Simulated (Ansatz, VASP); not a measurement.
# Two plane-wave programs on WC

```
CELL_PARAMETERS angstrom
2.91209 0.00000 0.00000
-1.45605 2.52195 0.00000
0.00000 0.00000 2.83620
ATOMIC_POSITIONS crystal
W 0.00000 0.00000 0.00000
C 0.66667 0.33333 0.50000
```

Alike in both runs: task single point; functional r2SCAN; k mesh 24 × 24 × 22; occupations gaussian, width 0.15 eV; no spin polarisation.

```csv
,VASP,Ansatz
version,VASP 6.6.1,Ansatz 0.2.0
potentials or method,"VASP PAW PBE potentials, release 64 (W_sv, C), cutoff 520 eV","scalar-relativistic, plane waves, PAW"
valence electrons in the cell,18,18
```

VASP gave:

* gap on the k mesh at the Fermi level (eV): none
* pressure (GPa): 1.9
* traceless stress, the component that is largest in VASP (GPa): 0.02

**Question.** Which values does Ansatz return?

**Answer.** gap on the k mesh at the Fermi level (eV): none; pressure (GPa): 0.0; traceless stress, the component that is largest in VASP (GPa): -0.18.

VASP's potentials were made for PBE, not for r2SCAN. A gap of «none» marks a metal or a gap that the smearing closes. With one functional, cell and mesh, what is left measures potentials, basis and numerics.

Spin-orbit coupling is off throughout.
